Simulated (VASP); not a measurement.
# SiC (Moissanite 3C) (F-43m) in VASP: a series of runs, part 2 of 2

VASP 6.6.1. Earlier steps stand in the parts before.

### 3 Electric field gradients, PBE

This run uses another cell than the first one: it holds 2 atoms, not 16.

File INCAR:

```
SYSTEM = SiC
  PREC = Accurate
  ENCUT = 520
  EDIFF = 1E-8
  ISMEAR = -1
  SIGMA = 0.02
  LREAL = .False.
  LASPH = .True.
  NELM = 120
  ALGO = Normal
  ISIF = 2
  LWAVE = .False.
  LCHARG = .False.
  GGA = PE
  LEFG = .True.
  NBANDS = 11
  GGA_COMPAT = .False.
```

File KPOINTS:

```
Automatic mesh
0
Gamma
  11 11 11
  0 0 0
```

File POSCAR:

```
SiC
1.0
    0.0000000000      2.1790000000      2.1790000000
    2.1790000000      0.0000000000      2.1790000000
    2.1790000000      2.1790000000      0.0000000000
Si C
1 1
Direct
    0.0000000000      0.0000000000      0.0000000000
    0.2500000000      0.2500000000      0.2500000000
```

Potentials or basis: VASP PAW PBE potentials, release 64 (Si, C).

Launch:

```sh
> cat potpaw_PBE.64/Si/POTCAR potpaw_PBE.64/C/POTCAR > POTCAR
> mpirun -np 1 vasp_std > vasp.out
```

OUTCAR:

```text
SYSTEM = SiC
   PREC = Accurate
   ENCUT = 520
   EDIFF = 1E-8
   ISMEAR = -1
   LREAL = .False.
   LASPH = .True.
   NELM = 120
   ISIF = 2
   GGA = PE

 ion  position               nearest neighbor table
   1  0.000  0.000  0.000-   2 1.89   2 1.89   2 1.89   2 1.89
   2  0.250  0.250  0.250-   1 1.89   1 1.89   1 1.89   1 1.89

  LATTYP: Found a face centered cubic cell.
 ALAT       =     4.3580000000

  Lattice vectors:

 A1 = (   0.0000000000,   2.1790000000,   2.1790000000)
 A2 = (   2.1790000000,   0.0000000000,   2.1790000000)
 A3 = (   2.1790000000,   2.1790000000,   0.0000000000)

Analysis of symmetry for initial positions (statically):
=====================================================================
 Subroutine PRICEL returns:
 Original cell was already a primitive cell.

 Routine SETGRP: Setting up the symmetry group for a
 face centered cubic supercell.

 Subroutine GETGRP returns: Found 24 space group operations
 (whereof 24 operations were pure point group operations)
 out of a pool of 48 trial point group operations.

The static configuration has the point symmetry T_d .

Analysis of symmetry for dynamics (positions and initial velocities):
=====================================================================
 Subroutine PRICEL returns:
 Original cell was already a primitive cell.

 Routine SETGRP: Setting up the symmetry group for a
 face centered cubic supercell.

 Subroutine GETGRP returns: Found 24 space group operations
 (whereof 24 operations were pure point group operations)
 out of a pool of 48 trial point group operations.

The dynamic configuration has the point symmetry T_d .

[... 161 lines left out ...]
      8      15.4143      0.00000
      9      22.6134      0.00000
     10      22.6134      0.00000
     11      24.5878      0.00000
[... 309 lines left out ...]
 k-point    24 :      -0.1818    0.1818    0.0000
  band No.  band energies     occupation
      1      -5.6235      2.00000
      2       3.7840      2.00000
      3       5.3180      2.00000
      4       7.6173      2.00000
      5      14.9638      0.00000
      6      15.8723      0.00000
      7      16.3082      0.00000
      8      17.1174      0.00000
      9      19.5140      0.00000
     10      23.1094      0.00000
     11      27.0221      0.00000

 [... further k-points ...]
[... 5 lines left out ...]
  --------------------------------------------------------------------------------------
  -------------------------------------------------------------------------------------
  Total        0.4145820      0.4145820      0.4145820     -0.0000000     -0.0000000     -0.0000000
  in kB       32.1010572     32.1010572     32.1010572     -0.0000000     -0.0000000     -0.0000000
  external PRESSURE =      32.1010572 kB  Pullay stress =       0.0000000 kB

 VOLUME and BASIS-vectors are now :
 -----------------------------------------------------------------------------
  energy-cutoff  :      520.00
  volume of cell :       20.69
      direct lattice vectors                 reciprocal lattice vectors
     0.000000000  2.179000000  2.179000000    -0.229463056  0.229463056  0.229463056
     2.179000000  0.000000000  2.179000000     0.229463056 -0.229463056  0.229463056
     2.179000000  2.179000000  0.000000000     0.229463056  0.229463056 -0.229463056

 POSITION                                       TOTAL-FORCE (eV/Angst)
 -----------------------------------------------------------------------------------
      0.00000      0.00000      0.00000         0.000000      0.000000      0.000000
      1.08950      1.08950      1.08950        -0.000000     -0.000000     -0.000000
 -----------------------------------------------------------------------------------
    total drift:                                0.000000      0.000000      0.000000

  FREE ENERGIE OF THE ION-ELECTRON SYSTEM (eV)
  ---------------------------------------------------
  free  energy   TOTEN  =       -15.0578052997 eV

  energy  without entropy=      -15.0578052997  energy(sigma->0) =      -15.05780530

 Electric field gradients (V/A^2)
---------------------------------------------------------------------
 ion       V_xx      V_yy      V_zz      V_xy      V_xz      V_yz
---------------------------------------------------------------------
   1      -0.000     0.000     0.000     0.000     0.000     0.000
   2       0.000     0.000     0.000     0.000     0.000     0.000
---------------------------------------------------------------------

 Electric field gradients after diagonalization (V/A^2)
 (convention: |V_zz| > |V_xx| > |V_yy|)
----------------------------------------------------------------------
 ion       V_xx      V_yy      V_zz     asymmetry (V_yy - V_xx)/ V_zz
----------------------------------------------------------------------
   1      -0.000    -0.000     0.000       0.000
   2      -0.000    -0.000     0.000       0.000
----------------------------------------------------------------------

           NMR quadrupolar parameters

 Cq : quadrupolar parameter    Cq=e*Q*V_zz/h
 eta: asymmetry parameters     (V_yy - V_xx)/ V_zz
 Q  : nuclear electric quadrupole moment in mb (millibarn)
----------------------------------------------------------------------
 ion       Cq(MHz)       eta       Q (mb)
----------------------------------------------------------------------
   1       0.000       0.000       1.000
   2       0.000       0.000       1.000
----------------------------------------------------------------------
```

OSZICAR:

```text
N       E                     dE             d eps       ncg     rms          rms(c)
DAV:   1     0.335000564680E+01    0.33500E+01   -0.38946E+03  1264   0.611E+02
DAV:   2    -0.163121145430E+02   -0.19662E+02   -0.18435E+02  1567   0.108E+02
DAV:   3    -0.169104320173E+02   -0.59832E+00   -0.59720E+00  1502   0.160E+01
DAV:   4    -0.169126969968E+02   -0.22650E-02   -0.22648E-02  1422   0.123E+00
DAV:   5    -0.169127073458E+02   -0.10349E-04   -0.10349E-04  1498   0.769E-02    0.881E+00
DAV:   6    -0.151148436867E+02    0.17979E+01   -0.64915E+00  1370   0.114E+01    0.390E+00
DAV:   7    -0.150653010917E+02    0.49543E-01   -0.38364E-01  1478   0.354E+00    0.178E+00
DAV:   8    -0.150575836319E+02    0.77175E-02   -0.20188E-02  1403   0.947E-01    0.171E-01
DAV:   9    -0.150576923366E+02   -0.10870E-03   -0.16176E-03  1532   0.230E-01    0.113E-01
DAV:  10    -0.150578027683E+02   -0.11043E-03   -0.23640E-04  1385   0.934E-02    0.258E-02
DAV:  11    -0.150578048820E+02   -0.21137E-05   -0.41817E-05  1475   0.335E-02    0.690E-03
DAV:  12    -0.150578052924E+02   -0.41045E-06   -0.19708E-06  1436   0.835E-03    0.107E-03
DAV:  13    -0.150578053109E+02   -0.18431E-07   -0.98754E-08  1430   0.211E-03    0.100E-03
DAV:  14    -0.150578052945E+02    0.16342E-07   -0.67138E-09  1074   0.541E-04    0.381E-04
DAV:  15    -0.150578052997E+02   -0.51956E-08   -0.97301E-10   775   0.200E-04
   1 F= -.15057805E+02 E0= -.15057805E+02  d E =-.147992E-10
```

Run time: 9.4 s. Hardware: 1 thread of Intel Xeon Platinum 8375C at 2.90GHz (Ice Lake), shared host; peak memory 0.14 GiB.

What came out:

```
Free energy            : -15.0578 eV
Pressure               : 3.2 GPa
Band gap on the k mesh : 1.45 eV, indirect (least direct gap 4.60 eV)
```

Levels at points of the mesh, in eV from the valence-band top:
```
           k point  band 1  band 2  band 3  band 4  band 5  band 6  band 7  band 8  band 9
(0.00, 0.00, 0.00)  -15.40    0.00    0.00    0.00    6.23    7.31    7.31    7.31   14.51
```

Caveat: without QUAD_EFG the Cq values of the log hold for a quadrupole moment of 1 mb, not for the nuclei. Expect the measured gap to be larger: semilocal functionals such as PBE lack the derivative discontinuity.
